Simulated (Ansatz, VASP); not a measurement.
BaTe: VASP beside Ansatz

```xyz
4
Lattice="4.9951 0.0000 0.0000 -2.4975 4.3259 0.0000 0.0000 0.0000 8.1569" Properties=species:S:1:pos:R:3 pbc="T T T"
Ba    0.0000    0.0000    0.0000
Ba    0.0000    2.8839    4.0784
Te    2.4975    1.4420    2.0392
Te    2.4975    1.4420    6.1177
```

Alike in both runs: task relaxation of cell and atoms; functional PBE; k mesh 6 × 6 × 6; occupations gaussian, width 0.02 eV; no spin polarisation.

```csv
,VASP,Ansatz
version,VASP 6.6.1,Ansatz 0.2.0
potentials or method,"VASP PAW PBE potentials, release 64 (Ba_sv, Te), cutoff 600 eV","scalar-relativistic, plane waves, PAW"
valence electrons in the cell,32,52
```

```csv
,VASP,Ansatz,Ansatz less VASP
"gap on the k mesh at the Fermi level, each at its own relaxed structure (eV)",1.33,1.37,+0.039
relaxed volume (Å³/atom),44.27,43.78,-0.485
relaxed cell length with the largest relative difference (Å),4.867,4.849,-0.0185
```

VASP's potentials hold 32 valence electrons a cell and Ansatz's 52, so a difference there can come from the potentials and not from the codes.

Neither program's run includes spin-orbit coupling.
